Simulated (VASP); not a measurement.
# KI (Pm-3m) in VASP: a series of runs

KI is run at these levels: r2SCAN; tasks: single point.

All numbers are computed with VASP 6.6.1; they aren't measurements. Logs are shortened: lines on timing, memory, paths and dates and some standing lists are left out, and cuts for length are marked.

### Step 1. The cell of the first run

The structure is cubic, space group Pm-3m (No. 221). Conventional cell: a = 4.291 Å, b = 4.291 Å, c = 4.291 Å, α = 90.00°, β = 90.00°, γ = 90.00°. Within 4.9 Å of K (site symmetry m-3m) lie 8 I at 3.72 Å and 6 K at 4.29 Å. I (site symmetry m-3m) has 8 K at 3.72 Å and 6 I at 4.29 Å within 4.9 Å.

### Step 2. Single point, r2SCAN

File POSCAR:

```
KI
1.0
    4.2909400946      0.0000000000      0.0000000000
    0.0000000000      4.2909400946      0.0000000000
    0.0000000000      0.0000000000      4.2909400946
K I
1 1
Direct
    0.0000000000      0.0000000000      0.0000000000
    0.5000000000      0.5000000000      0.5000000000
```

File INCAR.step1:

```
SYSTEM = KI
ALGO = Normal
EDIFF = 1E-4
ENCUT = 520
GGA = PE
ISMEAR = 0
LASPH = .TRUE.
LCHARG = .FALSE.
LREAL = .FALSE.
LWAVE = .TRUE.
NBANDS = 15
NELM = 60
PREC = Accurate
SIGMA = 0.01
```

File INCAR.step2:

```
SYSTEM = KI
ALGO = Normal
EDIFF = 1E-7
ENCUT = 520
ISIF = 2
ISMEAR = 0
ISTART = 1
LASPH = .TRUE.
LCHARG = .FALSE.
LMIXTAU = .TRUE.
LREAL = .FALSE.
LWAVE = .FALSE.
METAGGA = R2SCAN
NBANDS = 15
NELM = 60
PREC = Accurate
SIGMA = 0.01
```

File KPOINTS:

```
k-points
0
G
  4 4 4
  0 0 0
```

Potentials or basis: VASP PAW PBE potentials, release 64 (K_sv, I).

On the command line:

```bash
cat potpaw_PBE.64/K_sv/POTCAR potpaw_PBE.64/I/POTCAR > POTCAR
cp INCAR.step1 INCAR
mpirun -np 1 vasp_std > vasp.out
cp INCAR.step2 INCAR
mpirun -np 1 vasp_std > vasp.out
```

OUTCAR:

```text
SYSTEM = KI
   EDIFF = 1E-7
   ENCUT = 520
   ISIF = 2
   ISMEAR = 0
   ISTART = 1
   LASPH = .TRUE.
   LREAL = .FALSE.
   METAGGA = R2SCAN
   NELM = 60
   PREC = Accurate

 ion  position               nearest neighbor table
   1  0.000  0.000  0.000-
   2  0.500  0.500  0.500-

  LATTYP: Found a simple cubic cell.
 ALAT       =     4.2909400946

  Lattice vectors:

 A1 = (   4.2909400946,   0.0000000000,   0.0000000000)
 A2 = (   0.0000000000,   4.2909400946,   0.0000000000)
 A3 = (   0.0000000000,   0.0000000000,   4.2909400946)

Analysis of symmetry for initial positions (statically):
=====================================================================
 Subroutine PRICEL returns:
 Original cell was already a primitive cell.

 Routine SETGRP: Setting up the symmetry group for a
 simple cubic supercell.

 Subroutine GETGRP returns: Found 48 space group operations
 (whereof 48 operations were pure point group operations)
 out of a pool of 48 trial point group operations.

The static configuration has the point symmetry O_h .

Analysis of symmetry for dynamics (positions and initial velocities):
=====================================================================
 Subroutine PRICEL returns:
 Original cell was already a primitive cell.

 Routine SETGRP: Setting up the symmetry group for a
 simple cubic supercell.

 Subroutine GETGRP returns: Found 48 space group operations
 (whereof 48 operations were pure point group operations)
 out of a pool of 48 trial point group operations.

The dynamic configuration has the point symmetry O_h .

 Subroutine INISYM returns: Found 48 space group operations
 (whereof 48 operations are pure point group operations),
 and found     1 'primitive' translations

----------------------------------------------------------------------------------------

                                     Primitive cell

  volume of cell :      79.0055

  direct lattice vectors                    reciprocal lattice vectors
     4.290940095  0.000000000  0.000000000     0.233049164  0.000000000  0.000000000
     0.000000000  4.290940095  0.000000000     0.000000000  0.233049164  0.000000000
     0.000000000  0.000000000  4.290940095     0.000000000  0.000000000  0.233049164

  length of vectors
     4.290940095  4.290940095  4.290940095     0.233049164  0.233049164  0.233049164

  position of ions in fractional coordinates (direct lattice)
     0.000000000  0.000000000  0.000000000
     0.500000000  0.500000000  0.500000000

  ion indices of the primitive-cell ions
   primitive index   ion index
                 1           1
                 2           2

----------------------------------------------------------------------------------------

 KPOINTS: k-points

Automatic generation of k-mesh.
 Grid dimensions read from file:
 generate k-points for:    4    4    4

 Generating k-lattice:

  Cartesian coordinates                     Fractional coordinates (reciprocal lattice)
     0.058262291  0.000000000  0.000000000     0.250000000  0.000000000  0.000000000
     0.000000000  0.058262291  0.000000000     0.000000000  0.250000000  0.000000000
     0.000000000  0.000000000  0.058262291     0.000000000  0.000000000  0.250000000

  Length of vectors
     0.058262291  0.058262291  0.058262291

  Shift w.r.t. Gamma in fractional coordinates (k-lattice)
     0.000000000  0.000000000  0.000000000

 Subroutine IBZKPT returns following result:
 ===========================================

 Found     10 irreducible k-points:

 Following reciprocal coordinates:
            Coordinates               Weight
  0.000000  0.000000  0.000000      1.000000
  0.250000  0.000000  0.000000      6.000000
  0.500000  0.000000  0.000000      3.000000
  0.250000  0.250000  0.000000     12.000000
  0.500000  0.250000  0.000000     12.000000
  0.500000  0.500000  0.000000      3.000000
  0.250000  0.250000  0.250000      8.000000
  0.500000  0.250000  0.250000     12.000000
  0.500000  0.500000  0.250000      6.000000
  0.500000  0.500000  0.500000      1.000000
   k-points           NKPTS =     10   k-points in BZ     NKDIM =     10   number of bands    NBANDS=     15
   number of dos      NEDOS =    301   number of ions     NIONS =      2
   total plane-waves  NPLWV =  32768
   dimension x,y,z NGX =    32 NGY =   32 NGZ =   32
   dimension x,y,z NGXF=    64 NGYF=   64 NGZF=   64
   ions per type =               1   1
   NGX,Y,Z   is equivalent  to a cutoff of  12.40, 12.40, 12.40 a.u.
   NGXF,Y,Z  is equivalent  to a cutoff of  24.80, 24.80, 24.80 a.u.
 SYSTEM =  KI
   PREC   = accura    normal or accurate (medium, high low for compatibility)
   ISTART =      1    job   : 0-new  1-cont  2-samecut
   ICHARG =      0    charge: 1-file 2-atom 10-const
   ISPIN  =      1    spin polarized calculation?
   LNONCOLLINEAR =      F non collinear calculations
   LSORBIT =      F    spin-orbit coupling
   LASPH  =      T    aspherical Exc in radial PAW
   ENCUT  =  520.0 eV  38.22 Ry    6.18 a.u.   7.98  7.98  7.98*2*pi/ulx,y,z
   NELM   =     60;   NELMIN=  2; NELMDL=  0     # of ELM steps
   EDIFF  = 0.1E-06   stopping-criterion for ELM
   LREAL  =      F    real-space projection
   EDIFFG = 0.1E-05   stopping-criterion for IOM
   NSW    =      0    number of steps for IOM
   IBRION =     -1    ionic relax: 0-MD 1-quasi-New 2-CG
   NFREE  =      0    steps in history (QN), initial steepest desc. (CG)
   ISIF   =      2    stress and relaxation
   ISYM   =      2    0-nonsym 1-usesym 2-fastsym
   POTIM  = 0.5000    time-step for ionic-motion
   TEBEG  =    0.0;   TEEND  =   0.0 temperature during run
   PSTRESS=    0.0 pullay stress
   NELECT =      16.0000    total number of electrons
   NUPDOWN=      -1.0000    fix difference up-down
   EMIN   =  10.00;   EMAX   =-10.00  energy-range for DOS
   EFERMI =   0.00;   METHOD = LEGACY
   ISMEAR =     0;   SIGMA  =   0.01  broadening in eV -4-tet -1-fermi 0-gaus
   EFERMI_NEDOS =   21; number of points for ismear=-14 and -15
   IALGO  =     38    algorithm
   IMIX   =      4    mixing-type and parameters
     AMIX     =   0.40;   BMIX     =  1.00
     AMIX_MAG =   1.60;   BMIX_MAG =  1.00
  volume/ion in A,a.u.               =      39.50       266.58
  Fermi-wavevector in a.u.,A,eV,Ry     =   0.961381  1.816747 12.575241  0.924254
  Thomas-Fermi vector in A             =   2.090748
   LORBIT       =      0    0 simple, 1 ext, 2 COOP (PROOUT), +10 PAW based schemes
   METAGGA = R2SCAN    functional components
   LHFCALC =     F    Hartree Fock is set to
   AEXX    =    0.0000 exact exchange contribution
   IVDW    =     0    specifies the selected vdW correction
   LEPSILON=     F    determine dielectric tensor
   LRPA    =     F    only Hartree local field effects (RPA)
 non-spin polarized calculation
 Gauss-broadening in eV      SIGMA  =   0.01
  energy-cutoff  :      520.00
  volume of cell :       79.01
 maximum number of plane-waves:      2176
 NGX is ok and might be reduce to    32
   NGX = 15   NGY = 15   NGZ = 15

 number of electron      16.0000003 magnetization

 Free energy of the ion-electron system (eV)
  ---------------------------------------------------
  ext. energy  EPLUGINS =         0.00000000
  ---------------------------------------------------
  free energy    TOTEN  =       -33.85718830 eV

  energy without entropy =      -33.85718830  energy(sigma->0) =      -33.85718830

 E-fermi :   0.6328     XC(G=0):  -8.0461

 val. band max:        0.5838169006   @ k =   0.5000   0.5000   0.0000
 cond. band min:       4.6208273192   @ k =   0.0000   0.0000   0.0000
 fundamental gap:      4.0370104185
 Fermi energy:         0.6328438121

 k-point     1 :       0.0000    0.0000    0.0000
  band No.  band energies     occupation
      1     -30.0088      2.00000
      2     -12.6908      2.00000
      3     -12.6908      2.00000
      4     -12.6908      2.00000
      5     -10.9059      2.00000
      6       0.2145      2.00000
      7       0.2145      2.00000
      8       0.2145      2.00000
      9       4.6208      0.00000
     10       5.8352      0.00000
     11       5.8352      0.00000
     12       9.6779      0.00000
     13       9.6779      0.00000
     14       9.6779      0.00000
     15      11.7473      0.00000

 k-point     2 :       0.2500    0.0000    0.0000
  band No.  band energies     occupation
      1     -30.0065      2.00000
      2     -12.7748      2.00000
      3     -12.6852      2.00000
      4     -12.6852      2.00000
      5     -10.7473      2.00000
      6      -0.9147      2.00000
      7       0.2551      2.00000
      8       0.2551      2.00000
      9       5.6313      0.00000
     10       6.2931      0.00000
     11       7.2459      0.00000
     12       9.5331      0.00000
     13       9.5331      0.00000
     14       9.9351      0.00000
     15       9.9929      0.00000

 k-point     3 :       0.5000    0.0000    0.0000
  band No.  band energies     occupation
      1     -30.0043      2.00000
      2     -12.8511      2.00000
      3     -12.6795      2.00000
      4     -12.6795      2.00000
      5     -10.5883      2.00000
      6      -1.7237      2.00000
      7       0.2961      2.00000
      8       0.2961      2.00000
      9       6.7241      0.00000
     10       7.2981      0.00000
     11       8.2131      0.00000
     12       8.3487      0.00000
     13       9.9209      0.00000
     14       9.9209      0.00000
     15      10.0164      0.00000

 k-point     4 :       0.2500    0.2500    0.0000
  band No.  band energies     occupation
      1     -30.0043      2.00000
      2     -12.7688      2.00000
      3     -12.7308      2.00000
      4     -12.6803      2.00000
      5     -10.6554      2.00000
      6      -0.8541      2.00000
      7      -0.5962      2.00000
      8       0.3422      2.00000
      9       6.2943      0.00000
     10       6.6034      0.00000
     11       7.8420      0.00000
     12       8.6846      0.00000
     13       9.3538      0.00000
     14       9.8786      0.00000
     15      10.0136      0.00000

 k-point     5 :       0.5000    0.2500    0.0000
  band No.  band energies     occupation
      1     -30.0022      2.00000
      2     -12.8113      2.00000
      3     -12.7256      2.00000
      4     -12.6754      2.00000
      5     -10.5608      2.00000
      6      -1.4634      2.00000
      7      -0.5245      2.00000
      8       0.4336      2.00000
      9       6.0886      0.00000
     10       7.0167      0.00000
     11       8.5117      0.00000
     12       8.5400      0.00000
     13       8.8257      0.00000
     14       9.5254      0.00000
     15      10.5486      0.00000

 k-point     6 :       0.5000    0.5000    0.0000
  band No.  band energies     occupation
      1     -30.0000      2.00000
      2     -12.7710      2.00000
      3     -12.7710      2.00000
      4     -12.6714      2.00000
      5     -10.5315      2.00000
      6      -1.1651      2.00000
      7      -1.1651      2.00000
      8       0.5838      2.00000
      9       5.0217      0.00000
     10       6.9450      0.00000
     11       7.9935      0.00000
     12       7.9935      0.00000
     13      10.3546      0.00000
     14      10.3546      0.00000
     15      10.7542      0.00000

 k-point     7 :       0.2500    0.2500    0.2500
  band No.  band energies     occupation
      1     -30.0022      2.00000
      2     -12.7557      2.00000
      3     -12.7235      2.00000
      4     -12.7235      2.00000
      5     -10.5806      2.00000
      6      -0.6872      2.00000
      7      -0.5469      2.00000
      8      -0.5469      2.00000
      9       7.0079      0.00000
     10       7.2843      0.00000
     11       7.2843      0.00000
     12       8.2817      0.00000
     13       9.0379      0.00000
     14       9.0379      0.00000
     15      11.8561      0.00000

 k-point     8 :       0.5000    0.2500    0.2500
  band No.  band energies     occupation
      1     -30.0001      2.00000
      2     -12.7865      2.00000
      3     -12.7217      2.00000
      4     -12.7162      2.00000
      5     -10.5024      2.00000
      6      -1.3047      2.00000
      7      -0.4960      2.00000
      8      -0.4051      2.00000
      9       6.3652      0.00000
     10       6.8489      0.00000
     11       7.8102      0.00000
     12       8.5302      0.00000
     13       9.5335      0.00000
     14       9.8866      0.00000
     15      11.0142      0.00000

 k-point     9 :       0.5000    0.5000    0.2500
  band No.  band energies     occupation
      1     -29.9980      2.00000
      2     -12.7619      2.00000
      3     -12.7619      2.00000
      4     -12.7123      2.00000
      5     -10.4403      2.00000
      6      -1.1343      2.00000
      7      -1.1343      2.00000
      8      -0.3731      2.00000
      9       5.7077      0.00000
     10       7.2433      0.00000
     11       7.2433      0.00000
     12       8.7085      0.00000
     13      10.3839      0.00000
     14      10.3839      0.00000
     15      10.9244      0.00000

 k-point    10 :       0.5000    0.5000    0.5000
  band No.  band energies     occupation
      1     -29.9960      2.00000
      2     -12.7527      2.00000
      3     -12.7527      2.00000
      4     -12.7527      2.00000
      5     -10.3442      2.00000
      6      -1.1029      2.00000
      7      -1.1029      2.00000
      8      -1.1029      2.00000
      9       6.7159      0.00000
     10       6.7159      0.00000
     11       6.7159      0.00000
     12      10.2080      0.00000
     13      10.2080      0.00000
     14      10.2080      0.00000
     15      10.7841      0.00000

------------------------ aborting loop because EDIFF is reached ----------------------------------------

  FORCE on cell =-STRESS in cart. coord.  units (eV):
  Direction    XX          YY          ZZ          XY          YZ          ZX
  --------------------------------------------------------------------------------------
  -------------------------------------------------------------------------------------
  Total        0.0320649      0.0320649      0.0320649      0.0000000     -0.0000000      0.0000000
  in kB        0.6502541      0.6502541      0.6502541      0.0000000     -0.0000000      0.0000000
  external PRESSURE =       0.6502541 kB  Pullay stress =       0.0000000 kB

 VOLUME and BASIS-vectors are now :
 -----------------------------------------------------------------------------
  energy-cutoff  :      520.00
  volume of cell :       79.01
      direct lattice vectors                 reciprocal lattice vectors
     4.290940095  0.000000000  0.000000000     0.233049164  0.000000000  0.000000000
     0.000000000  4.290940095  0.000000000     0.000000000  0.233049164  0.000000000
     0.000000000  0.000000000  4.290940095     0.000000000  0.000000000  0.233049164

 POSITION                                       TOTAL-FORCE (eV/Angst)
 -----------------------------------------------------------------------------------
      0.00000      0.00000      0.00000         0.000000      0.000000      0.000000
      2.14547      2.14547      2.14547         0.000000      0.000000      0.000000
 -----------------------------------------------------------------------------------
    total drift:                                0.000000      0.000000     -0.000000

  FREE ENERGIE OF THE ION-ELECTRON SYSTEM (eV)
  ---------------------------------------------------
  free  energy   TOTEN  =       -33.8571883017 eV

  energy  without entropy=      -33.8571883017  energy(sigma->0) =      -33.85718830
```

Wall time 33 s (1 thread of Intel Xeon Platinum 8259CL at 2.50GHz (Skylake/Cascade Lake), shared host); peak memory 0.19 GiB.

Results:

| Item | Value |
| --- | --- |
| Free energy | -33.8572 eV |
| Pressure | 0.1 GPa |
| Band gap on the k mesh | 4.04 eV (least direct gap 4.41 eV) |

Caveat: the PAW data sets were made with another functional, which shifts forces and pressure a little; spin-orbit coupling is left out, which moves the levels of the heavy elements.

### Step 3. Single point, r2SCAN

POSCAR is that of step 2.

File INCAR.step1:

```
PREC = Accurate
ENCUT = 520
ISMEAR = 0
SIGMA = 0.01
LREAL = False
LASPH = True
NELM = 60
NBANDS = 15
GGA = PE
ALGO = Normal
EDIFF = 1E-4
LWAVE = True
LCHARG = False
```

File INCAR.step2:

```
PREC = Accurate
ENCUT = 520
EDIFF = 1E-7
ISMEAR = 0
SIGMA = 0.01
LREAL = False
LASPH = True
NELM = 60
ALGO = Normal
ISIF = 2
LWAVE = False
LCHARG = False
METAGGA = R2SCAN
LMIXTAU = True
NBANDS = 15
ISTART = 1
```

File KPOINTS:

```
regular mesh
0
Gamma
  4 4 4
```

Potentials or basis: VASP PAW PBE potentials, release 64 (K_sv, I).

On the command line:

```bash
cat potpaw_PBE.64/K_sv/POTCAR potpaw_PBE.64/I/POTCAR > POTCAR
cp INCAR.step1 INCAR
mpirun -np 1 vasp_std > vasp.out
cp INCAR.step2 INCAR
mpirun -np 1 vasp_std > vasp.out
```

Run time: 34 s. Hardware: 1 thread of Intel Xeon Platinum 8259CL at 2.50GHz (Skylake/Cascade Lake), shared host; peak memory 0.19 GiB.

The run converged. Its results:

- Free energy: -33.8572 eV
- Pressure: 0.1 GPa
- Band gap on the k mesh: 4.04 eV (least direct gap 4.41 eV)

Levels at points of the mesh, in eV from the valence-band top:
| k point | band 4 | band 5 | band 6 | band 7 | band 8 | band 9 | band 10 | band 11 | band 12 | band 13 |
| --- | --- | --- | --- | --- | --- | --- | --- | --- | --- | --- |
| (0.00, 0.00, 0.00) | -13.27 | -11.49 | -0.37 | -0.37 | -0.37 | 4.04 | 5.25 | 5.25 | 9.09 | 9.09 |
| (0.50, 0.00, 0.00) | -13.26 | -11.17 | -2.31 | -0.29 | -0.29 | 6.14 | 6.71 | 7.63 | 7.76 | 9.34 |
| (0.50, 0.50, 0.00) | -13.26 | -11.12 | -1.75 | -1.75 | 0.00 | 4.44 | 6.36 | 7.41 | 7.41 | 9.77 |
| (0.50, 0.50, 0.50) | -13.34 | -10.93 | -1.69 | -1.69 | -1.69 | 6.13 | 6.13 | 6.13 | 9.62 | 9.62 |

Caveat: the PAW data sets were made with another functional, which shifts forces and pressure a little; spin-orbit coupling is left out, which moves the levels of the heavy elements. A k mesh can miss the band edges.
